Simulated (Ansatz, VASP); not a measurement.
**InSe in VASP and in Ansatz**

INCAR

```
PREC = Accurate
ENCUT = 520
EDIFF = 1E-6
ISMEAR = -1
SIGMA = 0.01
LREAL = F
LASPH = T
NELM = 100
ALGO = Normal
ISIF = 2
LWAVE = F
LCHARG = F
GGA = PS
NBANDS = 27
```

The input KPOINTS:

```
regular mesh
0
Gamma
  7 7 7
```

File POSCAR:

```
InSe
1.0
    1.9999996503      1.1547003365      8.2335033000
   -1.9999996503      1.1547003365      8.2335033000
    0.0000000000     -2.3094006730      8.2335033000
In Se
2 2
Direct
    0.0000000000      0.0000000000      0.0000000000
    0.1122000000      0.1122000000      0.1122000000
    0.6155000000      0.6155000000      0.6155000000
    0.8300000000      0.8300000000      0.8300000000
```

Input for Ansatz:

```yaml
crystal:
  lattice:
    - [1.9999996503, 1.1547003365, 8.2335033]
    - [-1.9999996503, 1.1547003365, 8.2335033]
    - [0.0, -2.309400673, 8.2335033]
  atoms:
    - { symbol: In, position: [0.0, 0.0, 0.0] }
    - { symbol: In, position: [0.1122, 0.1122, 0.1122] }
    - { symbol: Se, position: [0.6155, 0.6155, 0.6155] }
    - { symbol: Se, position: [0.83, 0.83, 0.83] }
kpoints:
  mp_grid: { grid: [7, 7, 7] }
  band_path:
    path:
      - [0.0, 0.0, 0.0]
      - [-0.5, -0.5, -0.5]
      - [-0.5, -0.1797789401, -0.8202210599]
      - [-0.1797789401, 0.1797789401, -0.5]
      - [0.0, 0.0, -0.5]
      - [0.0, 0.0, 0.0]
      - [0.0, 0.3398894701, -0.3398894701]
      - [-0.3398894701, 0.0, -0.6601105299]
      - [-0.5, 0.0, -0.5]
    npoints: 5
scf:
  occupations: { method: fermi_dirac, width: 0.01 }
hamiltonian:
  xc: pbesol
  pseudopotentials: { kind: all_electron, lapw: { basis_error: 0.001 } }
output:
  forces: true
  stress: true
  eigenvalues: true
```

Change from the starting cell: zz strain of -1 %.

Alike in both runs: task single point; functional PBEsol; k mesh 7 × 7 × 7; occupations fermi-dirac, width 0.01 eV; no spin polarisation.

|  | VASP | Ansatz |
| --- | --- | --- |
| version | VASP 6.6.1 | Ansatz 0.2.0 |
| potentials or method | VASP PAW PBE potentials, release 64 (In_d, Se), cutoff 520 eV | all-electron LAPW, scalar-relativistic |

```csv
,VASP,Ansatz,Ansatz less VASP
gap on the k mesh at the Fermi level (eV),0.65,0.66,+0.011
pressure (GPa),0.8,0.8,-0.05
rms of the force components (eV/Å),0.065,0.054,-0.0111
```

VASP's potentials were made for PBE, not for PBEsol. Atom by atom the forces differ by 0.011 eV/Å (rms over components). Ansatz ran all-electron here, and VASP with PAW potentials.
